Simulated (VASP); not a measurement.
# AlCo2 (Fm-3m) in VASP: relaxation of cell and atoms with PBE

Aim: the relaxation of cell and atoms of AlCo2 with PBE.

Everything below comes from runs of VASP 6.6.1. Logs are shortened: lines on timing, memory, paths and dates and some standing lists are left out, and cuts for length are marked.

**1. The cell of the first run**

Symmetry: Fm-3m, No. 225, cubic system. Conventional cell: a = 5.478 Å, b = 5.478 Å, c = 5.478 Å, α = 90.00°, β = 90.00°, γ = 90.00°. Within 3.1 Å of Al (site symmetry m-3m) lie 8 Co at 2.37 Å. Within 3.1 Å of Co (site symmetry -43m) lie 4 Al at 2.37 Å and 6 Co at 2.74 Å.

The cell was generated, and may not be a known phase.

**2. Relaxation of cell and atoms, PBE, collinear spin, ferromagnetic start**

Input file INCAR:

```
SYSTEM = AlCo2
PREC = Accurate
ENCUT = 600
EDIFF = 1E-7
ISMEAR = 0
SIGMA = 0.1
LREAL = .FALSE.
LASPH = .TRUE.
NELM = 150
ALGO = Normal
ISIF = 3
LWAVE = .FALSE.
LCHARG = .FALSE.
ISPIN = 2
MAGMOM = 0 1.25 1.25
LORBIT = 11
LMAXMIX = 4
GGA = PE
IBRION = 2
NSW = 100
EDIFFG = -0.01
```

Input file KPOINTS:

```
regular mesh
0
G
  14 14 14
  0 0 0
```

Input file POSCAR:

```
AlCo2
1.0
    0.0000000000      2.7392350101      2.7392350101
    2.7392350101      0.0000000000      2.7392350101
    2.7392350101      2.7392350101      0.0000000000
Al Co
1 2
Direct
    0.0000000000      0.0000000000      0.0000000000
    0.7500000000      0.7500000000      0.7500000000
    0.2500000000      0.2500000000      0.2500000000
```

Potentials or basis: VASP PAW PBE potentials, release 64 (Al, Co).

The run is started by

```
> cat potpaw_PBE.64/Al/POTCAR potpaw_PBE.64/Co/POTCAR > POTCAR
> mpirun -np 1 vasp_std > vasp.out
```

OUTCAR:

```text
SYSTEM = AlCo2
   PREC = Accurate
   ENCUT = 600
   EDIFF = 1E-7
   ISMEAR = 0
   LREAL = .FALSE.
   LASPH = .TRUE.
   NELM = 150
   ISIF = 3
   ISPIN = 2
   LORBIT = 11
   GGA = PE
   IBRION = 2
   NSW = 100
   EDIFFG = -0.01

 ion  position               nearest neighbor table
   1  0.000  0.000  0.000-   2 2.37   2 2.37   2 2.37   2 2.37   3 2.37   3 2.37   3 2.37   3 2.37

   2  0.750  0.750  0.750-   1 2.37   1 2.37   1 2.37   1 2.37   3 2.74   3 2.74   3 2.74   3 2.74
                             3 2.74   3 2.74
   3  0.250  0.250  0.250-   1 2.37   1 2.37   1 2.37   1 2.37   2 2.74   2 2.74   2 2.74   2 2.74
                             2 2.74   2 2.74

  LATTYP: Found a face centered cubic cell.
 ALAT       =     5.4784700202

  Lattice vectors:

 A1 = (   0.0000000000,   2.7392350101,   2.7392350101)
 A2 = (   2.7392350101,   0.0000000000,   2.7392350101)
 A3 = (   2.7392350101,   2.7392350101,   0.0000000000)

Analysis of symmetry for initial positions (statically):
=====================================================================
 Subroutine PRICEL returns:
 Original cell was already a primitive cell.

 Routine SETGRP: Setting up the symmetry group for a
 face centered cubic supercell.

 Subroutine GETGRP returns: Found 48 space group operations
 (whereof 48 operations were pure point group operations)
 out of a pool of 48 trial point group operations.

The static configuration has the point symmetry O_h .

Analysis of symmetry for dynamics (positions and initial velocities):
=====================================================================
 Subroutine PRICEL returns:
 Original cell was already a primitive cell.

 Routine SETGRP: Setting up the symmetry group for a
 face centered cubic supercell.

 Subroutine GETGRP returns: Found 48 space group operations
 (whereof 48 operations were pure point group operations)
 out of a pool of 48 trial point group operations.

The dynamic configuration has the point symmetry O_h .

Analysis of structural, dynamic, and magnetic symmetry:
=====================================================================
 Subroutine PRICEL returns:
 Original cell was already a primitive cell.

 Routine SETGRP: Setting up the symmetry group for a
 face centered cubic supercell.

 Subroutine GETGRP returns: Found 48 space group operations
 (whereof 48 operations were pure point group operations)
 out of a pool of 48 trial point group operations.

The overall configuration has the point symmetry O_h .

 Subroutine INISYM returns: Found 48 space group operations
 (whereof 48 operations are pure point group operations),
 and found     1 'primitive' translations

----------------------------------------------------------------------------------------

                                     Primitive cell

  volume of cell :      41.1072

  direct lattice vectors                    reciprocal lattice vectors
     0.000000000  2.739235010  2.739235010    -0.182532714  0.182532714  0.182532714
     2.739235010  0.000000000  2.739235010     0.182532714 -0.182532714  0.182532714
     2.739235010  2.739235010  0.000000000     0.182532714  0.182532714 -0.182532714

  length of vectors
     3.873863302  3.873863302  3.873863302     0.316155934  0.316155934  0.316155934

  position of ions in fractional coordinates (direct lattice)
     0.000000000  0.000000000  0.000000000
     0.750000000  0.750000000  0.750000000
     0.250000000  0.250000000  0.250000000

  ion indices of the primitive-cell ions
   primitive index   ion index
                 1           1
                 2           2
                 3           3

----------------------------------------------------------------------------------------

 KPOINTS: regular mesh

Automatic generation of k-mesh.
 Grid dimensions read from file:
 generate k-points for:   14   14   14

 Generating k-lattice:

  Cartesian coordinates                     Fractional coordinates (reciprocal lattice)
    -0.013038051  0.013038051  0.013038051     0.071428571  0.000000000  0.000000000
     0.013038051 -0.013038051  0.013038051     0.000000000  0.071428571  0.000000000
     0.013038051  0.013038051 -0.013038051     0.000000000  0.000000000  0.071428571

  Length of vectors
     0.022582567  0.022582567  0.022582567

  Shift w.r.t. Gamma in fractional coordinates (k-lattice)
     0.000000000  0.000000000  0.000000000

 Subroutine IBZKPT returns following result:
 ===========================================

 Found    104 irreducible k-points:

 Following reciprocal coordinates:
            Coordinates               Weight
  0.000000  0.000000  0.000000      1.000000
  0.071429  0.000000  0.000000      8.000000
  0.142857  0.000000  0.000000      8.000000
  0.214286  0.000000  0.000000      8.000000
  0.285714  0.000000  0.000000      8.000000
  0.357143  0.000000  0.000000      8.000000
[... 16 lines left out ...]
  0.214286  0.142857  0.000000     24.000000
  0.285714  0.142857  0.000000     24.000000
 [... further k-points ...]
   k-points           NKPTS =    104   k-points in BZ     NKDIM =    104   number of bands    NBANDS=     15
   number of dos      NEDOS =    301   number of ions     NIONS =      3
   total plane-waves  NPLWV =  32768
   dimension x,y,z NGX =    32 NGY =   32 NGZ =   32
   dimension x,y,z NGXF=    64 NGYF=   64 NGZF=   64
   ions per type =               1   2
   NGX,Y,Z   is equivalent  to a cutoff of  13.73, 13.73, 13.73 a.u.
   NGXF,Y,Z  is equivalent  to a cutoff of  27.47, 27.47, 27.47 a.u.
 SYSTEM =  AlCo2
   PREC   = accura    normal or accurate (medium, high low for compatibility)
   ISTART =      0    job   : 0-new  1-cont  2-samecut
   ICHARG =      2    charge: 1-file 2-atom 10-const
   ISPIN  =      2    spin polarized calculation?
   LNONCOLLINEAR =      F non collinear calculations
   LSORBIT =      F    spin-orbit coupling
   LASPH  =      T    aspherical Exc in radial PAW
   ENCUT  =  600.0 eV  44.10 Ry    6.64 a.u.   7.74  7.74  7.74*2*pi/ulx,y,z
   NELM   =    150;   NELMIN=  2; NELMDL= -5     # of ELM steps
   EDIFF  = 0.1E-06   stopping-criterion for ELM
   LREAL  =      F    real-space projection
   EDIFFG = -.1E-01   stopping-criterion for IOM
   NSW    =    100    number of steps for IOM
   IBRION =      2    ionic relax: 0-MD 1-quasi-New 2-CG
   NFREE  =      1    steps in history (QN), initial steepest desc. (CG)
   ISIF   =      3    stress and relaxation
   ISYM   =      2    0-nonsym 1-usesym 2-fastsym
   POTIM  = 0.5000    time-step for ionic-motion
   TEBEG  =    0.0;   TEEND  =   0.0 temperature during run
   PSTRESS=    0.0 pullay stress
   NELECT =      21.0000    total number of electrons
   NUPDOWN=      -1.0000    fix difference up-down
   EMIN   =  10.00;   EMAX   =-10.00  energy-range for DOS
   EFERMI =   0.00;   METHOD = LEGACY
   ISMEAR =     0;   SIGMA  =   0.10  broadening in eV -4-tet -1-fermi 0-gaus
   EFERMI_NEDOS =   21; number of points for ismear=-14 and -15
   IALGO  =     38    algorithm
   IMIX   =      4    mixing-type and parameters
     AMIX     =   0.40;   BMIX     =  1.00
     AMIX_MAG =   1.60;   BMIX_MAG =  1.00
  volume/ion in A,a.u.               =      13.70        92.47
  Fermi-wavevector in a.u.,A,eV,Ry     =   1.308706  2.473095 23.302840  1.712710
  Thomas-Fermi vector in A             =   2.439354
   LORBIT       =     11    0 simple, 1 ext, 2 COOP (PROOUT), +10 PAW based schemes
   GGA     = PE    functional components
   LHFCALC =     F    Hartree Fock is set to
   AEXX    =    0.0000 exact exchange contribution
   IVDW    =     0    specifies the selected vdW correction
   LEPSILON=     F    determine dielectric tensor
   LRPA    =     F    only Hartree local field effects (RPA)
 conjugate gradient relaxation of ions
 spin polarized calculation
 Gauss-broadening in eV      SIGMA  =   0.10
  energy-cutoff  :      600.00
  volume of cell :       41.11
 maximum number of plane-waves:      1391
   NGX = 15   NGY = 15   NGZ = 15

--------------------------------------- Ionic step        1  -------------------------------------------

 number of electron      21.0000009 magnetization       1.9163987

 Free energy of the ion-electron system (eV)
  ---------------------------------------------------
  ext. energy  EPLUGINS =         0.00000000
  ---------------------------------------------------
  free energy    TOTEN  =       -16.86899255 eV

  energy without entropy =      -16.84681752  energy(sigma->0) =      -16.85790504

------------------------ aborting loop because EDIFF is reached ----------------------------------------

  FORCE on cell =-STRESS in cart. coord.  units (eV):
  Direction    XX          YY          ZZ          XY          YZ          ZX
  --------------------------------------------------------------------------------------
  -------------------------------------------------------------------------------------
  Total       -0.0856153     -0.0856153     -0.0856153      0.0000000     -0.0000000      0.0000000
  in kB       -3.3369077     -3.3369077     -3.3369077      0.0000000     -0.0000000      0.0000000
  external PRESSURE =      -3.3369077 kB  Pullay stress =       0.0000000 kB
[... 59 lines left out ...]
  energy  without entropy=      -16.8471268988  energy(sigma->0) =      -16.85810534

--------------------------------------- Ionic step        3  -------------------------------------------

 number of electron      21.0000008 magnetization       1.9114048

 Free energy of the ion-electron system (eV)
  ---------------------------------------------------
  ext. energy  EPLUGINS =         0.00000000
  ---------------------------------------------------
  free energy    TOTEN  =       -16.86911427 eV

  energy without entropy =      -16.84708681  energy(sigma->0) =      -16.85810054

 E-fermi :   7.4891     XC(G=0): -11.5178

 val. band max:        7.4810443504   @ k =  -0.2857   0.2143   0.0000
 cond. band min:       7.4943764007   @ k =  -0.3571   0.2857   0.0000
 fundamental gap:      0.0133320503
 Fermi energy:         7.4891264537

 spin component 1

 k-point     1 :       0.0000    0.0000    0.0000
  band No.  band energies     occupation
      1      -1.2458      1.00000
      2       4.3942      1.00000
      3       4.3942      1.00000
      4       4.3942      1.00000
      5       4.7507      1.00000
      6       4.7507      1.00000
      7       6.6865      1.00000
      8       6.6865      1.00000
      9       6.6865      1.00000
     10       7.3640      0.96165
     11       7.3640      0.96165
     12      12.8420      0.00000
     13      12.8420      0.00000
     14      12.8420      0.00000
     15      15.0110      0.00000
[... 399 lines left out ...]
      1      -0.1603      1.00000
      2       4.0533      1.00000
      3       4.7728      1.00000
      4       4.8144      1.00000
      5       5.0025      1.00000
      6       5.0823      1.00000
      7       6.2746      1.00000
      8       6.3466      1.00000
      9       6.3557      1.00000
     10       6.6791      1.00000
     11       7.1182      1.00000
     12       9.1811      0.00000
     13      10.9322      0.00000
     14      12.3709      0.00000
     15      13.4112      0.00000

 [... further k-points ...]

 spin component 2

 k-point     1 :       0.0000    0.0000    0.0000
  band No.  band energies     occupation
      1      -1.2805      1.00000
      2       5.1032      1.00000
      3       5.1032      1.00000
      4       5.1032      1.00000
      5       5.5036      1.00000
      6       5.5036      1.00000
      7       7.7846      0.00001
      8       7.7846      0.00001
      9       7.7846      0.00001
     10       8.3779      0.00000
     11       8.3779      0.00000
     12      12.9054      0.00000
     13      12.9054      0.00000
     14      12.9054      0.00000
     15      15.2400      0.00000
[... 444 lines left out ...]
  FREE ENERGIE OF THE ION-ELECTRON SYSTEM (eV)
  ---------------------------------------------------
  free  energy   TOTEN  =       -16.8691142680 eV

  energy  without entropy=      -16.8470868074  energy(sigma->0) =      -16.85810054

 reached required accuracy - stopping structural energy minimisation

 total charge

# of ion       s       p       d       tot
------------------------------------------
    1        0.459   0.456   0.000   0.915
    2        0.446   0.386   7.378   8.210
    3        0.446   0.386   7.378   8.210
--------------------------------------------------
tot          1.350   1.229  14.756  17.334

 magnetization (x)

# of ion       s       p       d       tot
------------------------------------------
    1       -0.009  -0.044   0.000  -0.053
    2        0.000  -0.008   1.031   1.023
    3        0.000  -0.008   1.031   1.023
--------------------------------------------------
tot         -0.008  -0.060   2.062   1.994
```

Run time: 2.6 min. Hardware: 1 thread of AMD EPYC 9R45 (Zen 5), shared host; peak memory 0.27 GiB.

What came out:

- Free energy: -16.8691 eV
- Relaxed volume: 13.66 Å³/atom
- Relaxed cell: a = 3.870 Å, b = 3.870 Å, c = 3.870 Å, α = 60.00°, β = 60.00°, γ = 60.00°
- Space group after relaxing (to 0.1 Å): Fm-3m (No. 225)
- Energy gained by relaxing: 0.0 meV/atom
- Ionic steps: 3
- Pressure after relaxing: 0.0 GPa
- Net moment: 1.91 μB per cell
- Site moments: Al -0.05; Co +1.02 μB
- Valence electrons inside the program's atomic spheres: Al 0.92; Co 8.21

Step by step:
```
step  energy change (eV)  largest force (eV/Å)  pressure (GPa)  volume (Å³)
   1              0.0000                0.0000           -0.33        41.11
   2             -0.0001                0.0000            0.18        40.94
   3             -0.0001                0.0000           -0.01        40.99
```

Final structure:
```cif
data_structure
_symmetry_space_group_name_H-M 'P 1'
_symmetry_Int_Tables_number 1
_cell_length_a 3.8703
_cell_length_b 3.8703
_cell_length_c 3.8703
_cell_angle_alpha 60.000
_cell_angle_beta 60.000
_cell_angle_gamma 60.000
_cell_volume 40.99
loop_
_atom_site_label
_atom_site_type_symbol
_atom_site_fract_x
_atom_site_fract_y
_atom_site_fract_z
_atom_site_occupancy
Al1 Al 0.00000 0.00000 0.00000 1
Co1 Co 0.75000 0.75000 0.75000 1
Co2 Co 0.25000 0.25000 0.25000 1
```

Levels at points of the mesh, in eV from the Fermi level:
Spin up:
```tsv
k point	band 9	band 10	band 11	band 12	band 13	band 14
(0.00, 0.00, 0.00)	-0.80	-0.13	-0.13	5.35	5.35	5.35
(0.50, 0.00, 0.00)	-1.38	-1.38	-1.32	-1.13	5.17	5.17
(0.50, 0.50, 0.00)	-1.38	-0.70	-0.16	0.67	0.67	0.80
```
Spin down:
```tsv
k point	band 6	band 7	band 8	band 9	band 10	band 11	band 12	band 13
(0.00, 0.00, 0.00)	-1.99	0.30	0.30	0.30	0.89	0.89	5.42	5.42
(0.50, 0.00, 0.00)	-1.08	-0.50	-0.50	-0.43	-0.43	-0.36	-0.25	5.48
(0.50, 0.50, 0.00)	-0.88	-0.88	-0.34	-0.34	0.42	0.85	0.85	0.85
```
